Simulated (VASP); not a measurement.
# Ge4S in VASP: further runs

Ge4S is run at these levels: PBE; tasks: relaxation of the atoms.

Program: VASP 6.6.1. These are calculated values, not measurements. Logs are shortened: lines on timing, memory, paths and dates and some standing lists are left out, and cuts for length are marked.

### 1 The cell of the first run

The cell holds a slab with vacuum, 5 atoms: a = 4.074 Å, b = 4.074 Å, c = 19.856 Å, α = 90.00°, β = 90.00°, γ = 90.00°.

### 2 Relaxation of the atoms, PBE

The input, INCAR:

```
SYSTEM = Ge4S
PREC = Accurate ; ENCUT = 520
EDIFF = 1E-6 ; ISMEAR = 0
SIGMA = 0.1 ; LREAL = .False.
LASPH = .True. ; NELM = 80
ALGO = Normal ; ISIF = 2
LWAVE = .False. ; LCHARG = .False.
LDIPOL = .True. ; IDIPOL = 3
DIPOL = 0.5 0.5 0.341 ; GGA = PE
IBRION = 2 ; NSW = 36
EDIFFG = -0.025
```

The input, KPOINTS:

```
Automatic mesh
0
Gamma
  7 7 1
  0 0 0
```

The input, POSCAR:

```
Ge4S
1.0
    4.0740542171      0.0000000000      0.0000000000
    0.0000000000      4.0740542171      0.0000000000
    0.0000000000      0.0000000000     19.8557569412
Ge S
4 1
Selective dynamics
Direct
    0.0000000000      0.5000000000      0.2014529092  F F F
    0.0000000000      0.0000000000      0.2739958843  F F F
    0.5000000000      0.0000000000      0.3493666172  F F F
    0.5000000000      0.5000000000      0.4208228861  F F F
    0.7500000000      1.0000000000      0.4615405773  F F T
```

Potentials or basis: VASP PAW PBE potentials, release 64 (Ge_d, S).

On the command line:

```bash
$ cat potpaw_PBE.64/Ge_d/POTCAR potpaw_PBE.64/S/POTCAR > POTCAR
$ mpirun -np 1 vasp_std > vasp.out
```

OUTCAR:

```text
SYSTEM = Ge4S
   PREC = Accurate
   ENCUT = 520
   EDIFF = 1E-6
   ISMEAR = 0
   LREAL = .False.
   LASPH = .True.
   NELM = 80
   ISIF = 2
   GGA = PE
   IBRION = 2
   NSW = 36
   EDIFFG = -0.025

 ion  position               nearest neighbor table
   1  0.000  0.500  0.201-   2 2.49   2 2.49
   2  0.000  0.000  0.274-   1 2.49   1 2.49   3 2.53   3 2.53
   3  0.500  0.000  0.349-   5 2.45   4 2.48   4 2.48   2 2.53   2 2.53
   4  0.500  0.500  0.421-   5 2.42   5 2.42   3 2.48   3 2.48
   5  0.750  0.000  0.462-   4 2.42   4 2.42   3 2.45

  LATTYP: Found a simple tetragonal cell.
 ALAT       =     4.0740542171
 C/A-ratio  =     4.8737095490

  Lattice vectors:

 A1 = (   4.0740542171,   0.0000000000,   0.0000000000)
 A2 = (   0.0000000000,   4.0740542171,   0.0000000000)
 A3 = (   0.0000000000,   0.0000000000,  19.8557569412)

Analysis of symmetry for initial positions (statically):
=====================================================================
 Subroutine PRICEL returns:
 Original cell was already a primitive cell.

 Routine SETGRP: Setting up the symmetry group for a
 simple tetragonal supercell.

 Subroutine GETGRP returns: Found  2 space group operations
 (whereof  2 operations were pure point group operations)
 out of a pool of 16 trial point group operations.

The static configuration has the point symmetry C_1h.

Analysis of symmetry for dynamics (positions and initial velocities):
=====================================================================
 Subroutine PRICEL returns:
 Original cell was already a primitive cell.

 Routine SETGRP: Setting up the symmetry group for a
 simple tetragonal supercell.

 Subroutine GETGRP returns: Found  2 space group operations
 (whereof  2 operations were pure point group operations)
 out of a pool of 16 trial point group operations.

The dynamic configuration has the point symmetry C_1h.

Analysis of constrained symmetry for selective dynamics:
=====================================================================
 Subroutine PRICEL returns:
 Original cell was already a primitive cell.

 Routine SETGRP: Setting up the symmetry group for a
 simple tetragonal supercell.

 Subroutine GETGRP returns: Found  2 space group operations
 (whereof  2 operations were pure point group operations)
 out of a pool of 16 trial point group operations.

The constrained configuration has the point symmetry C_1h.

 Subroutine INISYM returns: Found  2 space group operations
 (whereof  2 operations are pure point group operations),
 and found     1 'primitive' translations

----------------------------------------------------------------------------------------

                                     Primitive cell

  volume of cell :     329.5642

  direct lattice vectors                    reciprocal lattice vectors
     4.074054217  0.000000000  0.000000000     0.245455742  0.000000000  0.000000000
     0.000000000  4.074054217  0.000000000     0.000000000  0.245455742  0.000000000
     0.000000000  0.000000000 19.855756941     0.000000000  0.000000000  0.050363227

  length of vectors
     4.074054217  4.074054217 19.855756941     0.245455742  0.245455742  0.050363227

  position of ions in fractional coordinates (direct lattice)
     0.000000000  0.500000000  0.201452909
     0.000000000  0.000000000  0.273995884
     0.500000000  0.000000000  0.349366617
     0.500000000  0.500000000  0.420822886
     0.750000000  0.000000000  0.461540577

  ion indices of the primitive-cell ions
   primitive index   ion index
                 1           1
[... 27 lines left out ...]
 ===========================================

 Found     16 irreducible k-points:

 Following reciprocal coordinates:
            Coordinates               Weight
  0.000000  0.000000  0.000000      1.000000
  0.142857  0.000000  0.000000      2.000000
  0.000000  0.142857  0.000000      2.000000
  0.285714  0.000000  0.000000      2.000000
  0.000000  0.285714  0.000000      2.000000
  0.428571  0.000000  0.000000      2.000000
[... 8 lines left out ...]
 -0.285714  0.428571  0.000000      4.000000
  0.428571  0.428571  0.000000      4.000000
   k-points           NKPTS =     16   k-points in BZ     NKDIM =     16   number of bands    NBANDS=     37
   number of dos      NEDOS =    301   number of ions     NIONS =      5
   total plane-waves  NPLWV = 135000
   dimension x,y,z NGX =    30 NGY =   30 NGZ =  150
   dimension x,y,z NGXF=    60 NGYF=   60 NGZF=  300
   ions per type =               4   1
   NGX,Y,Z   is equivalent  to a cutoff of  12.24, 12.24, 12.56 a.u.
   NGXF,Y,Z  is equivalent  to a cutoff of  24.48, 24.48, 25.12 a.u.
 SYSTEM =  Ge4S
   PREC   = accura    normal or accurate (medium, high low for compatibility)
   ISTART =      0    job   : 0-new  1-cont  2-samecut
   ICHARG =      2    charge: 1-file 2-atom 10-const
   ISPIN  =      1    spin polarized calculation?
   LNONCOLLINEAR =      F non collinear calculations
   LSORBIT =      F    spin-orbit coupling
   LASPH  =      T    aspherical Exc in radial PAW
   ENCUT  =  520.0 eV  38.22 Ry    6.18 a.u.   7.58  7.58 36.92*2*pi/ulx,y,z
   NELM   =     80;   NELMIN=  2; NELMDL= -5     # of ELM steps
   EDIFF  = 0.1E-05   stopping-criterion for ELM
   LREAL  =      F    real-space projection
   EDIFFG = -.3E-01   stopping-criterion for IOM
   NSW    =     36    number of steps for IOM
   IBRION =      2    ionic relax: 0-MD 1-quasi-New 2-CG
   NFREE  =      1    steps in history (QN), initial steepest desc. (CG)
   ISIF   =      2    stress and relaxation
   ISYM   =      2    0-nonsym 1-usesym 2-fastsym
   POTIM  = 0.5000    time-step for ionic-motion
   TEBEG  =    0.0;   TEEND  =   0.0 temperature during run
   PSTRESS=    0.0 pullay stress
   NELECT =      62.0000    total number of electrons
   NUPDOWN=      -1.0000    fix difference up-down
   EMIN   =  10.00;   EMAX   =-10.00  energy-range for DOS
   EFERMI =   0.00;   METHOD = LEGACY
   ISMEAR =     0;   SIGMA  =   0.10  broadening in eV -4-tet -1-fermi 0-gaus
   EFERMI_NEDOS =   21; number of points for ismear=-14 and -15
   IALGO  =     38    algorithm
   IMIX   =      4    mixing-type and parameters
     AMIX     =   0.40;   BMIX     =  1.00
     AMIX_MAG =   1.60;   BMIX_MAG =  1.00
  volume/ion in A,a.u.               =      65.91       444.80
  Fermi-wavevector in a.u.,A,eV,Ry     =   0.938049  1.772655 11.972247  0.879935
  Thomas-Fermi vector in A             =   2.065221
   LORBIT       =      0    0 simple, 1 ext, 2 COOP (PROOUT), +10 PAW based schemes
   GGA     = PE    functional components
   LHFCALC =     F    Hartree Fock is set to
   AEXX    =    0.0000 exact exchange contribution
   IVDW    =     0    specifies the selected vdW correction
   LEPSILON=     F    determine dielectric tensor
   LRPA    =     F    only Hartree local field effects (RPA)
 conjugate gradient relaxation of ions
 non-spin polarized calculation
 Gauss-broadening in eV      SIGMA  =   0.10
  energy-cutoff  :      520.00
  volume of cell :      329.56
 maximum number of plane-waves:      8917
   NGX = 15   NGY = 15   NGZ = 73

 dipolmoment           0.000000      0.000000     -0.170761 electrons x Angstroem

--------------------------------------- Ionic step        1  -------------------------------------------

 number of electron      61.9999941 magnetization

 Free energy of the ion-electron system (eV)
  ---------------------------------------------------
  ext. energy  EPLUGINS =         0.00000000
  ---------------------------------------------------
  free energy    TOTEN  =       -19.40809871 eV

  energy without entropy =      -19.38903939  energy(sigma->0) =      -19.39856905

------------------------ aborting loop because EDIFF is reached ----------------------------------------

  FORCE on cell =-STRESS in cart. coord.  units (eV):
  Direction    XX          YY          ZZ          XY          YZ          ZX
  --------------------------------------------------------------------------------------
  -------------------------------------------------------------------------------------
  Total       -1.3223856      3.8664064      2.5233790      0.0000000      0.0000000     -0.0325184
  in kB       -6.4287813     18.7965448     12.2674137      0.0000000      0.0000000     -0.1580883
  external PRESSURE =       8.2117257 kB  Pullay stress =       0.0000000 kB
[... 67 lines left out ...]
 number of electron      61.9999942 magnetization

------------------------ aborting loop because EDIFF is reached ----------------------------------------

 vacuum level on the upper side and lower side of the slab       (xc-potential included)         0.165        -0.182

  FORCE on cell =-STRESS in cart. coord.  units (eV):
  Direction    XX          YY          ZZ          XY          YZ          ZX
  --------------------------------------------------------------------------------------
  -------------------------------------------------------------------------------------
  Total       -1.5964872      3.3065608      2.0607722      0.0000000      0.0000000     -0.2604603
  in kB       -7.7613269     16.0748541     10.0184496      0.0000000      0.0000000     -1.2662286
  external PRESSURE =       6.1106589 kB  Pullay stress =       0.0000000 kB
[... 26 lines left out ...]
--------------------------------------- Ionic step        4  -------------------------------------------

 number of electron      61.9999941 magnetization

 dipolmoment           0.000000      0.000000      0.034279 electrons x Angstroem

 Free energy of the ion-electron system (eV)
  ---------------------------------------------------
  ext. energy  EPLUGINS =         0.00000000
  ---------------------------------------------------
  free energy    TOTEN  =       -19.41791186 eV

  energy without entropy =      -19.40225611  energy(sigma->0) =      -19.41008399

 E-fermi :  -1.6833     XC(G=0):  -4.1562

 val. band max:       -1.6883797136   @ k =   0.2857   0.1429   0.0000
 cond. band min:      -1.6192148275   @ k =   0.0000   0.2857   0.0000
 fundamental gap:      0.0691648860
 Fermi energy:        -1.6832712248

 k-point     1 :       0.0000    0.0000    0.0000
  band No.  band energies     occupation
      1     -26.5984      2.00000
      2     -26.5944      2.00000
      3     -26.5583      2.00000
      4     -26.5179      2.00000
      5     -26.4960      2.00000
      6     -26.3945      2.00000
[... 629 lines left out ...]
     36       2.6902      0.00000
     37       2.9955      0.00000

------------------------ aborting loop because EDIFF is reached ----------------------------------------

 vacuum level on the upper side and lower side of the slab       (xc-potential included)        -0.032        -0.397

  FORCE on cell =-STRESS in cart. coord.  units (eV):
  Direction    XX          YY          ZZ          XY          YZ          ZX
  --------------------------------------------------------------------------------------
  -------------------------------------------------------------------------------------
  Total       -1.6531014      3.1746201      1.9506492      0.0000000      0.0000000     -0.3125555
  in kB       -8.0365570     15.4334240      9.4830865      0.0000000      0.0000000     -1.5194891
  external PRESSURE =       5.6266511 kB  Pullay stress =       0.0000000 kB
[... 20 lines left out ...]
  FREE ENERGIE OF THE ION-ELECTRON SYSTEM (eV)
  ---------------------------------------------------
  free  energy   TOTEN  =       -19.4179118593 eV

  energy  without entropy=      -19.4022561150  energy(sigma->0) =      -19.41008399

 reached required accuracy - stopping structural energy minimisation

 vacuum level on the upper side and lower side of the slab         3.255         2.875
```

Wall time 6.2 min (1 thread of AMD EPYC 9R45 (Zen 5), shared host); peak memory 0.44 GiB.

Results:

| Property | Result |
| --- | --- |
| Free energy | -19.4179 eV |
| Energy gained by relaxing | 2.0 meV/atom |
| Ionic steps | 4 |
| Band gap on the k mesh | zero (bands 31 and 32 overlap by 0.78 eV) |

Step by step:
| step | energy change (eV) | largest force on free atoms (eV/Å) | pressure (GPa) |
| --- | --- | --- | --- |
| 1 | 0.0000 | 0.2870 | 0.82 |
| 2 | -0.0036 | 0.2270 | 0.77 |
| 3 | -0.0094 | 0.0553 | 0.61 |
| 4 | -0.0098 | 0.0007 | 0.56 |

Final structure:
```yaml
crystal:
  lattice:
    - [4.07405, 0.00000, 0.00000]
    - [0.00000, 4.07405, 0.00000]
    - [0.00000, 0.00000, 19.85576]
  atoms:
    - { symbol: Ge, position: [0.00000, 0.50000, 0.20145] }
    - { symbol: Ge, position: [0.00000, 0.00000, 0.27400] }
    - { symbol: Ge, position: [0.50000, 0.00000, 0.34937] }
    - { symbol: Ge, position: [0.50000, 0.50000, 0.42082] }
    - { symbol: S, position: [0.75000, 0.00000, 0.46500] }
```

Levels at points of the mesh, in eV from the Fermi level:
| k point | band 28 | band 29 | band 30 | band 31 | band 32 | band 33 | band 34 | band 35 |
| --- | --- | --- | --- | --- | --- | --- | --- | --- |
| (0.00, 0.00, 0.00) | -1.89 | -1.45 | -1.32 | 0.49 | 0.56 | 0.80 | 1.85 | 2.24 |

(Continued in part 2 of 2.)

The gap in the log of VASP goes by the Fermi energy; the results here count the filled bands.